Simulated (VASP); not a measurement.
Write the native input for VASP 6.6.1 that does the following.

```yaml
Task: single point
Functional: r2SCAN
Potentials_or_basis: VASP PAW PBE potentials, release 64 (Si, C)
Cutoff: 520 eV
k_mesh: 8 × 8 × 3
Occupations: gaussian, width 0.05 eV
Spin: no spin polarisation
Dipole_correction: no
Further_INCAR_settings: ALGO = Normal; EDIFF = 1e-06; NBANDS = 26
```

Crystal: SiC.

```
Si C
1.0
    -1.53878   -2.66524    0.00000
     1.53878   -2.66524    0.00000
    -0.30776   -0.53305   10.07677
Si C
4 4
Direct
  0.21453 0.33333 0.59404
  0.64786 0.66667 0.09404
  0.93118 0.00000 0.34409
  0.83118 0.00000 0.84409
  0.25213 0.33333 0.40600
  0.48547 0.66667 0.90600
  0.96867 0.00000 0.15666
  0.86867 0.00000 0.65666
```

The input as run:

POSCAR

```
SiC
1.0
   -1.5387796673     -2.6652445653      0.0000000000
    1.5387796672     -2.6652445654      0.0000000000
   -0.3077559335     -0.5330489131     10.0767691650
Si C
4 4
Direct
    0.2145258095      0.3333333333      0.5940376193
    0.6478591428      0.6666666667      0.0940376193
   -0.0688186364      0.0000000000      0.3440931819
   -0.1688186364      0.0000000000      0.8440931819
    0.2521325325      0.3333333333      0.4060040042
    0.4854658658      0.6666666667      0.9060040042
    0.9686671611      0.0000000000      0.1566641945
    0.8686671611      0.0000000000      0.6566641945
```

INCAR.step1

```
ALGO     = Normal         # electronic algorithm
EDIFF    = 1E-4           # SCF threshold, eV
ENCUT    = 520            # plane-wave cutoff, eV
GGA      = PE             # functional
ISMEAR   = 0              # smearing method
LASPH    = True           # aspherical terms in the spheres
LCHARG   = False          # write CHGCAR
LREAL    = False          # projectors in reciprocal space
LWAVE    = True           # write WAVECAR
NBANDS   = 26             # bands
NELM     = 100            # most SCF steps
PREC     = Accurate       # precision mode
SIGMA    = 0.05           # smearing width, eV
```

INCAR.step2

```
ALGO     = Normal         # electronic algorithm
EDIFF    = 1E-6           # SCF threshold, eV
ENCUT    = 520            # plane-wave cutoff, eV
ISIF     = 2              # what is computed and relaxed
ISMEAR   = 0              # smearing method
ISTART   = 1            
LASPH    = True           # aspherical terms in the spheres
LCHARG   = False          # write CHGCAR
LMIXTAU  = True         
LREAL    = False          # projectors in reciprocal space
LWAVE    = False          # write WAVECAR
METAGGA  = R2SCAN         # meta-GGA
NBANDS   = 26             # bands
NELM     = 100            # most SCF steps
PREC     = Accurate       # precision mode
SIGMA    = 0.05           # smearing width, eV
```

KPOINTS

```
k-points
0
Gamma
  8 8 3
```

Potentials or basis: VASP PAW PBE potentials, release 64 (Si, C).

Run with:

```bash
$ cat potpaw_PBE.64/Si/POTCAR potpaw_PBE.64/C/POTCAR > POTCAR
$ cp INCAR.step1 INCAR
$ mpirun -np 1 vasp_std > vasp.out
$ cp INCAR.step2 INCAR
$ mpirun -np 1 vasp_std > vasp.out
```

It gave:

- Pressure: -0.8 GPa
- Largest force: 1.721 eV/Å
- Band gap on the k mesh: 1.63 eV (least direct gap 2.89 eV)

Caveat: the PAW data sets were made with another functional, which shifts forces and pressure a little; an odd mesh through Γ misses points on the zone boundary, where band edges can lie.

Wall time 7.5 min on 1 thread of Oxide Virtual Turin-like Processor (shared host), peak memory 0.28 GiB.
